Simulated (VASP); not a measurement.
Runs of VASP 6.6.1 on CsPbBr3. The structure is that of space group Pm-3m (No. 221), or close to it. The cells are those of the table. 

```tsv
task	cell	k mesh for the DOS	occupations for the DOS	gap on the mesh (eV)	pressure (GPa)
single point	a = 6.003 Å, 5 atoms	-	-	1.79	0.0
single point	a = 6.062 Å, 5 atoms	-	-	(a)	-0.5
single point	a = 6.120 Å, 5 atoms	-	-	1.96	(b)
single point	a = 5.942 Å, 5 atoms	-	-	(c)	0.6
```

Alike in all rows: level PBE; potentials or basis VASP PAW PBE potentials, release 64 (Cs_sv, Pb_d, Br); no spin polarisation; k mesh 6 × 6 × 6; cutoff (eV) 520; smearing gaussian 0.02 eV.

Question: Estimate the missing entries.

Answer: (a) 1.88; (b) -1.0; (c) 1.68.

Caveats: spin-orbit coupling is left out, which moves the levels of the heavy elements.

A k mesh can miss the band edges, and the runs leave out spin-orbit coupling on Br, Cs, Pb.
